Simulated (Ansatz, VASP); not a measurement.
Two plane-wave programs on C

INCAR

```
SYSTEM = C
PREC = Accurate
ENCUT = 520
EDIFF = 1E-7
ISMEAR = 0
SIGMA = 0.05
LREAL = .FALSE.
LASPH = .TRUE.
NELM = 80
ALGO = Normal
ISIF = 2
LWAVE = .FALSE.
LCHARG = .TRUE.
GGA = CA
LELF = .TRUE.
LVHAR = .TRUE.
NBANDS = 26
```

File KPOINTS:

```
regular mesh
0
G
  8 8 8
  0 0 0
```

File POSCAR:

```
C
1.0
   -2.3380863495      2.3380863495      2.4827102475
    2.3380863495     -2.3380863495      2.4827102475
    2.3380863495      2.3380863495     -2.4827102475
C
8
Direct
    0.3254710859      0.0000000000      0.0000000000
    0.6745289141      0.6745289141      0.6745289141
    0.0000000000      0.3254710859      0.0000000000
    0.0000000000      0.0000000000      0.3254710859
    0.0000000000      0.6745289141      0.0000000000
    0.3254710859      0.3254710859      0.3254710859
    0.6745289141      0.0000000000      0.0000000000
    0.0000000000      0.0000000000      0.6745289141
```

Input for Ansatz:

```yaml
crystal:
  lattice:
    - [-2.3380863495, 2.3380863495, 2.4827102475]
    - [2.3380863495, -2.3380863495, 2.4827102475]
    - [2.3380863495, 2.3380863495, -2.4827102475]
  atoms:
    - { symbol: C, position: [0.3254710859, 0.0, 0.0] }
    - { symbol: C, position: [0.6745289141, 0.6745289141, 0.6745289141] }
    - { symbol: C, position: [0.0, 0.3254710859, 0.0] }
    - { symbol: C, position: [0.0, 0.0, 0.3254710859] }
    - { symbol: C, position: [0.0, 0.6745289141, 0.0] }
    - { symbol: C, position: [0.3254710859, 0.3254710859, 0.3254710859] }
    - { symbol: C, position: [0.6745289141, 0.0, 0.0] }
    - { symbol: C, position: [0.0, 0.0, 0.6745289141] }
basis:
  ecutwfc: 420
kpoints:
  mp_grid: { grid: [8, 8, 8] }
hamiltonian:
  xc: lda
scf:
  occupations: { method: gaussian, width: 0.05 }
output:
  forces: true
  stress: true
  eigenvalues: true
```

Change from the starting cell: strain -0.030 along x and y, +0.030 along z, atoms carried along.

Alike in both runs: task single point; functional LDA; k mesh 8 × 8 × 8; occupations gaussian, width 0.05 eV; no spin polarisation.

|  | VASP | Ansatz |
| --- | --- | --- |
| version | VASP 6.6.1 | Ansatz 0.2.0 |
| potentials or method | VASP PAW LDA potentials, release 64 (C), cutoff 520 eV | scalar-relativistic, plane waves, PAW |
| valence electrons in the cell | 32 | 32 |

|  | VASP | Ansatz | Ansatz less VASP |
| --- | --- | --- | --- |
| gap on the k mesh at the Fermi level (eV) | 1.99 | 2.00 | +0.009 |
| least direct gap on the mesh (eV) | 2.30 | 2.31 | +0.005 |
| pressure (GPa) | 13.8 | 12.6 | -1.19 |
| traceless stress, the component that is largest in VASP (GPa) | -24.51 | -24.32 | +0.192 |
| rms of the force components (eV/Å) | 0.769 | 0.748 | -0.0208 |

LDA's correlation is that of Perdew and Zunger in VASP and of Perdew and Wang (1992) in Ansatz. Atom by atom the forces differ by 0.036 eV/Å (rms over components).
